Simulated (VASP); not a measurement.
The system is W.

```
W
1.0
     0.00000    1.97515    1.97515
     1.97515    0.00000    1.97515
     1.97515    1.97515    0.00000
W
1
Direct
  0.00000 0.00000 0.00000
```

* Program: VASP 6.6.1
* Task: relaxation of cell and atoms
* Functional: LDA
* Potentials or basis: VASP PAW LDA potentials, release 64 (W_sv)
* Cutoff: 600 eV
* k mesh: 18 × 18 × 18
* Occupations: fermi-dirac, width 0.05 eV
* Spin: no spin polarisation

At the start: pressure 7.6 GPa; volume 15.41 Å³/atom.

Task: Where does the relaxation end?

Result: Over 4 steps the energy falls by 8.3 meV/atom and the volume is 15.77 Å³/atom (+2.3 %); space group Fm-3m (No. 225, to 0.05 Å).

Step by step:
```csv
step,energy change (eV),largest force (eV/Å),pressure (GPa),volume (Å³)
1,0.0000,0.0000,7.58,15.41
2,0.0867,0.0000,-21.42,17.10
3,-0.0083,0.0000,-0.26,15.78
4,-0.0083,0.0000,-0.05,15.77
```

Final structure:
```
CELL_PARAMETERS angstrom
0.00000 1.99038 1.99038
1.99038 0.00000 1.99038
1.99038 1.99038 0.00000
ATOMIC_POSITIONS crystal
W 0.00000 0.00000 0.00000
```
